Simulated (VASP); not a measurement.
Input of a VASP 6.6.1 run:

POSCAR

```
TePb
1.0
    0.0000000000      3.3985503205      3.3985503205
    3.3985503205      0.0000000000      3.3985503205
    3.3985503205      3.3985503205      0.0000000000
Pb Te
1 1
Direct
    0.0000000000      0.0000000000      0.0000000000
    0.5000000000      0.5000000000      0.5000000000
```

The input INCAR.step1:

```
ALGO = Normal
EDIFF = 1E-5
ENCUT = 520
GGA = PE
ISIF = 2
ISMEAR = 0
LASPH = True
LREAL = False
LWAVE = True
NBANDS = 17
NELM = 100
PREC = Accurate
SIGMA = 0.01
```

The input INCAR.step2:

```
ALGO = Normal
EDIFF = 1E-6
ENCUT = 520
GGA = PE
HFSCREEN = 0.2079
ISIF = 2
ISMEAR = 0
ISTART = 1
LASPH = True
LCHARG = True
LELF = True
LHFCALC = True
LREAL = False
LVHAR = True
LWAVE = False
NBANDS = 17
NELM = 100
PREC = Accurate
PRECFOCK = Normal
SIGMA = 0.01
```

Contents of KPOINTS:

```
k-points
0
Gamma
  4 4 4
```

Potentials or basis: VASP PAW PBE potentials, release 64 (Pb_d, Te).

Command:

```bash
$ cat potpaw_PBE.64/Pb_d/POTCAR potpaw_PBE.64/Te/POTCAR > POTCAR
$ cp INCAR.step1 INCAR
$ mpirun -np 1 vasp_std > vasp.out
$ cp INCAR.step2 INCAR
$ mpirun -np 1 vasp_std > vasp.out
```

Task: Estimate the pressure.

Result: -4.1 GPa.

Task: Estimate the band gap on the k mesh.

Result: 1.39 eV.

Caveat: the cell differs from its parent crystal (strain +4.0%); the cell stands under tension; the structure was generated, so it needn't be the stable form of TePb; the PAW data sets were made with another functional, which shifts forces and pressure a little; spin-orbit coupling is left out, which moves the levels of the heavy elements. A k mesh can miss the band edges.
